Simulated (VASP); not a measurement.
# NbSi (Fm-3m) in VASP: notebook, part 2 of 3

VASP 6.6.1. Earlier steps stand in the parts before.

**3. Single point, PBE**

This run uses another cell than the first one, of 16.37 Å³/atom, 1.021 times its volume.

INCAR reads:

```
SYSTEM = NbSi
ALGO = Normal ; EDIFF = 1E-6
ENCUT = 520 ; GGA = PE
ISIF = 2 ; ISMEAR = -1
LASPH = .True. ; LCHARG = .False.
LREAL = .False. ; LWAVE = .False.
NBANDS = 16 ; NELM = 100
PREC = Accurate ; SIGMA = 0.05
```

KPOINTS reads:

```
k-points
0
Gamma
  9 9 9
  0 0 0
```

POSCAR reads:

```
NbSi
1.0
    0.0000000000      2.5390442493      2.5390442493
    2.5390442493      0.0000000000      2.5390442493
    2.5390442493      2.5390442493      0.0000000000
Nb Si
1 1
Direct
    0.0000000000      0.0000000000      0.0000000000
    0.5000000000      0.5000000000      0.5000000000
```

Potentials or basis: VASP PAW PBE potentials, release 64 (Nb_sv, Si).

Run with:

```
$ cat potpaw_PBE.64/Nb_sv/POTCAR potpaw_PBE.64/Si/POTCAR > POTCAR
$ mpirun -np 1 vasp_std > vasp.out
```

OUTCAR:

```text
SYSTEM = NbSi
   EDIFF = 1E-6
   ENCUT = 520
   GGA = PE
   ISIF = 2
   ISMEAR = -1
   LASPH = .True.
   LREAL = .False.
   NELM = 100
   PREC = Accurate

 ion  position               nearest neighbor table
   1  0.000  0.000  0.000-   2 2.54   2 2.54   2 2.54   2 2.54   2 2.54   2 2.54
   2  0.500  0.500  0.500-   1 2.54   1 2.54   1 2.54   1 2.54   1 2.54   1 2.54

  LATTYP: Found a face centered cubic cell.
 ALAT       =     5.0780884986

  Lattice vectors:

 A1 = (   0.0000000000,   2.5390442493,   2.5390442493)
 A2 = (   2.5390442493,   0.0000000000,   2.5390442493)
 A3 = (   2.5390442493,   2.5390442493,   0.0000000000)

Analysis of symmetry for initial positions (statically):
=====================================================================
 Subroutine PRICEL returns:
 Original cell was already a primitive cell.

 Routine SETGRP: Setting up the symmetry group for a
 face centered cubic supercell.

 Subroutine GETGRP returns: Found 48 space group operations
 (whereof 48 operations were pure point group operations)
 out of a pool of 48 trial point group operations.

The static configuration has the point symmetry O_h .

Analysis of symmetry for dynamics (positions and initial velocities):
=====================================================================
 Subroutine PRICEL returns:
 Original cell was already a primitive cell.

 Routine SETGRP: Setting up the symmetry group for a
 face centered cubic supercell.

 Subroutine GETGRP returns: Found 48 space group operations
 (whereof 48 operations were pure point group operations)
 out of a pool of 48 trial point group operations.

The dynamic configuration has the point symmetry O_h .

 Subroutine INISYM returns: Found 48 space group operations
 (whereof 48 operations are pure point group operations),
 and found     1 'primitive' translations

----------------------------------------------------------------------------------------

                                     Primitive cell

  volume of cell :      32.7371

  direct lattice vectors                    reciprocal lattice vectors
     0.000000000  2.539044249  2.539044249    -0.196924492  0.196924492  0.196924492
     2.539044249  0.000000000  2.539044249     0.196924492 -0.196924492  0.196924492
     2.539044249  2.539044249  0.000000000     0.196924492  0.196924492 -0.196924492

  length of vectors
     3.590750813  3.590750813  3.590750813     0.341083226  0.341083226  0.341083226

  position of ions in fractional coordinates (direct lattice)
     0.000000000  0.000000000  0.000000000
     0.500000000  0.500000000  0.500000000

  ion indices of the primitive-cell ions
   primitive index   ion index
                 1           1
                 2           2

----------------------------------------------------------------------------------------

 KPOINTS: k-points

Automatic generation of k-mesh.
 Grid dimensions read from file:
 generate k-points for:    9    9    9

 Generating k-lattice:

  Cartesian coordinates                     Fractional coordinates (reciprocal lattice)
    -0.021880499  0.021880499  0.021880499     0.111111111  0.000000000  0.000000000
     0.021880499 -0.021880499  0.021880499     0.000000000  0.111111111  0.000000000
     0.021880499  0.021880499 -0.021880499     0.000000000  0.000000000  0.111111111

  Length of vectors
     0.037898136  0.037898136  0.037898136

  Shift w.r.t. Gamma in fractional coordinates (k-lattice)
     0.000000000  0.000000000  0.000000000

 Subroutine IBZKPT returns following result:
 ===========================================

 Found     35 irreducible k-points:

 Following reciprocal coordinates:
            Coordinates               Weight
  0.000000  0.000000  0.000000      1.000000
  0.111111  0.000000  0.000000      8.000000
  0.222222  0.000000  0.000000      8.000000
  0.333333  0.000000  0.000000      8.000000
  0.444444  0.000000  0.000000      8.000000
  0.111111  0.111111  0.000000      6.000000
[... 16 lines left out ...]
 -0.333333  0.333333  0.000000     12.000000
  0.444444  0.444444  0.000000      6.000000
 [... further k-points ...]
   k-points           NKPTS =     35   k-points in BZ     NKDIM =     35   number of bands    NBANDS=     16
   number of dos      NEDOS =    301   number of ions     NIONS =      2
   total plane-waves  NPLWV =  21952
   dimension x,y,z NGX =    28 NGY =   28 NGZ =   28
   dimension x,y,z NGXF=    56 NGYF=   56 NGZF=   56
   ions per type =               1   1
   NGX,Y,Z   is equivalent  to a cutoff of  12.96, 12.96, 12.96 a.u.
   NGXF,Y,Z  is equivalent  to a cutoff of  25.93, 25.93, 25.93 a.u.
 SYSTEM =  NbSi
   PREC   = accura    normal or accurate (medium, high low for compatibility)
   ISTART =      0    job   : 0-new  1-cont  2-samecut
   ICHARG =      2    charge: 1-file 2-atom 10-const
   ISPIN  =      1    spin polarized calculation?
   LNONCOLLINEAR =      F non collinear calculations
   LSORBIT =      F    spin-orbit coupling
   LASPH  =      T    aspherical Exc in radial PAW
   ENCUT  =  520.0 eV  38.22 Ry    6.18 a.u.   6.68  6.68  6.68*2*pi/ulx,y,z
   NELM   =    100;   NELMIN=  2; NELMDL= -5     # of ELM steps
   EDIFF  = 0.1E-05   stopping-criterion for ELM
   LREAL  =      F    real-space projection
   EDIFFG = 0.1E-04   stopping-criterion for IOM
   NSW    =      0    number of steps for IOM
   IBRION =     -1    ionic relax: 0-MD 1-quasi-New 2-CG
   NFREE  =      0    steps in history (QN), initial steepest desc. (CG)
   ISIF   =      2    stress and relaxation
   ISYM   =      2    0-nonsym 1-usesym 2-fastsym
   POTIM  = 0.5000    time-step for ionic-motion
   TEBEG  =    0.0;   TEEND  =   0.0 temperature during run
   PSTRESS=    0.0 pullay stress
   NELECT =      17.0000    total number of electrons
   NUPDOWN=      -1.0000    fix difference up-down
   EMIN   =  10.00;   EMAX   =-10.00  energy-range for DOS
   EFERMI =   0.00;   METHOD = LEGACY
   ISMEAR =    -1;   SIGMA  =   0.05  broadening in eV -4-tet -1-fermi 0-gaus
   EFERMI_NEDOS =   21; number of points for ismear=-14 and -15
   IALGO  =     38    algorithm
   IMIX   =      4    mixing-type and parameters
     AMIX     =   0.40;   BMIX     =  1.00
     AMIX_MAG =   1.60;   BMIX_MAG =  1.00
  volume/ion in A,a.u.               =      16.37       110.46
  Fermi-wavevector in a.u.,A,eV,Ry     =   1.315864  2.486622 23.558447  1.731497
  Thomas-Fermi vector in A             =   2.446016
   LORBIT       =      0    0 simple, 1 ext, 2 COOP (PROOUT), +10 PAW based schemes
   GGA     = PE    functional components
   LHFCALC =     F    Hartree Fock is set to
   AEXX    =    0.0000 exact exchange contribution
   IVDW    =     0    specifies the selected vdW correction
   LEPSILON=     F    determine dielectric tensor
   LRPA    =     F    only Hartree local field effects (RPA)
 non-spin polarized calculation
  energy-cutoff  :      520.00
  volume of cell :       32.74
 maximum number of plane-waves:       899
   NGX = 13   NGY = 13   NGZ = 13

 number of electron      17.0000001 magnetization

 Free energy of the ion-electron system (eV)
  ---------------------------------------------------
  ext. energy  EPLUGINS =         0.00000000
  ---------------------------------------------------
  free energy    TOTEN  =       -16.08171521 eV

  energy without entropy =      -16.07079651  energy(sigma->0) =      -16.07625586

 E-fermi :  10.7736     XC(G=0): -11.7836

 val. band max:       10.7679558601   @ k =   0.4444   0.2222   0.1111
 cond. band min:      10.7896883650   @ k =  -0.2222   0.2222   0.0000
 fundamental gap:      0.0217325048
 Fermi energy:        10.7735730868

 k-point     1 :       0.0000    0.0000    0.0000
  band No.  band energies     occupation
      1     -44.4083      2.00000
      2     -20.4328      2.00000
      3     -20.4328      2.00000
      4     -20.4328      2.00000
      5      -0.0855      2.00000
      6       9.4553      2.00000
[... 8 lines left out ...]
     15      20.7828      0.00000
     16      24.4940      0.00000

 k-point     2 :       0.1111    0.0000    0.0000
  band No.  band energies     occupation
      1     -44.4058      2.00000
      2     -20.4626      2.00000
      3     -20.4365      2.00000
      4     -20.4365      2.00000
      5       0.1619      2.00000
      6       9.0143      2.00000
[... 8 lines left out ...]
     15      21.3711      0.00000
     16      23.6096      0.00000
[... 387 lines left out ...]
      5       3.0275      2.00000
      6       6.1140      2.00000
[... 8 lines left out ...]
     15      20.7560      0.00000
     16      22.4730      0.00000

 k-point    24 :       0.4444    0.4444    0.0000
  band No.  band energies     occupation
      1     -44.3816      2.00000
      2     -20.6463      2.00000
      3     -20.5181      2.00000
      4     -20.5181      2.00000
      5       2.2072      2.00000
      6       7.0952      2.00000
[... 8 lines left out ...]
     15      22.4351      0.00000
     16      24.6017      0.00000

 [... further k-points ...]
[... 5 lines left out ...]
  --------------------------------------------------------------------------------------
  -------------------------------------------------------------------------------------
  Total        1.3032112      1.3032112      1.3032112     -0.0000000     -0.0000000     -0.0000000
  in kB       63.7800075     63.7800075     63.7800075     -0.0000000     -0.0000000     -0.0000000
  external PRESSURE =      63.7800075 kB  Pullay stress =       0.0000000 kB

 VOLUME and BASIS-vectors are now :
 -----------------------------------------------------------------------------
  energy-cutoff  :      520.00
  volume of cell :       32.74
      direct lattice vectors                 reciprocal lattice vectors
     0.000000000  2.539044249  2.539044249    -0.196924492  0.196924492  0.196924492
     2.539044249  0.000000000  2.539044249     0.196924492 -0.196924492  0.196924492
     2.539044249  2.539044249  0.000000000     0.196924492  0.196924492 -0.196924492

 POSITION                                       TOTAL-FORCE (eV/Angst)
 -----------------------------------------------------------------------------------
      0.00000      0.00000      0.00000         0.000000      0.000000     -0.000000
      2.53904      2.53904      2.53904        -0.000000     -0.000000      0.000000
 -----------------------------------------------------------------------------------
    total drift:                               -0.000000      0.000000      0.000000

  FREE ENERGIE OF THE ION-ELECTRON SYSTEM (eV)
  ---------------------------------------------------
  free  energy   TOTEN  =       -16.0817152069 eV

  energy  without entropy=      -16.0707965072  energy(sigma->0) =      -16.07625586
```

OSZICAR:

```text
N       E                     dE             d eps       ncg     rms          rms(c)
DAV:   1     0.128567952523E+03    0.12857E+03   -0.83307E+03  1120   0.100E+03
DAV:   2    -0.115584502989E+02   -0.14013E+03   -0.13229E+03  1400   0.342E+02
DAV:   3    -0.170432975133E+02   -0.54848E+01   -0.53489E+01  1768   0.565E+01
DAV:   4    -0.172631433210E+02   -0.21985E+00   -0.21967E+00  1432   0.105E+01
DAV:   5    -0.172708904373E+02   -0.77471E-02   -0.77464E-02  1816   0.189E+00    0.904E+00
DAV:   6    -0.160737979506E+02    0.11971E+01   -0.29043E+00  1832   0.155E+01    0.282E+00
DAV:   7    -0.160807860889E+02   -0.69881E-02   -0.11764E-01  1304   0.279E+00    0.170E+00
DAV:   8    -0.160817818624E+02   -0.99577E-03   -0.20538E-02  2080   0.979E-01    0.335E-01
DAV:   9    -0.160816820430E+02    0.99819E-04   -0.72061E-04  1496   0.227E-01    0.135E-01
DAV:  10    -0.160817179082E+02   -0.35865E-04   -0.18574E-04  1376   0.147E-01    0.100E-02
DAV:  11    -0.160817161988E+02    0.17095E-05   -0.85618E-06  1704   0.319E-02    0.905E-03
DAV:  12    -0.160817152069E+02    0.99181E-06   -0.27720E-07   912   0.650E-03
   1 F= -.16081715E+02 E0= -.16076256E+02  d E =-.109187E-01
```

Wall time 8 s (1 thread of Intel Xeon 6975P-C (Granite Rapids), shared host); peak memory 0.16 GiB.

Results:

- Free energy: -16.0817 eV
- Pressure: 6.4 GPa

Levels at points of the mesh, in eV from the Fermi level:
| k point | band 6 | band 7 | band 8 | band 9 | band 10 | band 11 | band 12 | band 13 |
| --- | --- | --- | --- | --- | --- | --- | --- | --- |
| (0.00, 0.00, 0.00) | -1.32 | -1.32 | -1.32 | -0.73 | -0.73 | 2.55 | 2.55 | 2.55 |

**4. Single point, PBE**

This run uses another cell than the first one, of 16.71 Å³/atom, 1.043 times its volume.

INCAR reads:

```
PREC     = Accurate       # precision mode
ENCUT    = 520            # plane-wave cutoff, eV
EDIFF    = 1E-6           # SCF threshold, eV
ISMEAR   = -1             # smearing method
SIGMA    = 0.05           # smearing width, eV
LREAL    = False          # projectors in reciprocal space
LASPH    = True           # aspherical terms in the spheres
NELM     = 80             # most SCF steps
ALGO     = Normal         # electronic algorithm
ISIF     = 2              # what is computed and relaxed
LWAVE    = False          # write WAVECAR
LCHARG   = True           # write CHGCAR
GGA      = PE             # functional
LELF     = True           # ELF
LVHAR    = True         
NBANDS   = 16             # bands
```

KPOINTS reads:

```
regular mesh
0
Gamma
  9 9 9
```

POSCAR reads:

```
NbSi
1.0
    0.0000000000      2.5565554527      2.5565554527
    2.5565554527      0.0000000000      2.5565554527
    2.5565554527      2.5565554527      0.0000000000
Nb Si
1 1
Direct
    0.0000000000      0.0000000000      0.0000000000
    0.5000000000      0.5000000000      0.5000000000
```

Run with:

```
$ cat potpaw_PBE.64/Nb_sv/POTCAR potpaw_PBE.64/Si/POTCAR > POTCAR
$ mpirun -np 1 vasp_std > vasp.out
```

It took 8.8 s on 1 thread of Intel Xeon 6975P-C (Granite Rapids), shared host; peak memory 0.16 GiB.

Results (log left out):

```yaml
Free_energy: -16.1018 eV
Pressure: 3.0 GPa
```

Levels at points of the mesh, in eV from the Fermi level:
```csv
k point,band 5,band 6,band 7,band 8,band 9,band 10,band 11,band 12,band 13,band 14
"(0.00, 0.00, 0.00)",-10.75,-1.27,-1.27,-1.27,-0.71,-0.71,2.49,2.49,2.49,8.33
```

[end of part 2 of 3]
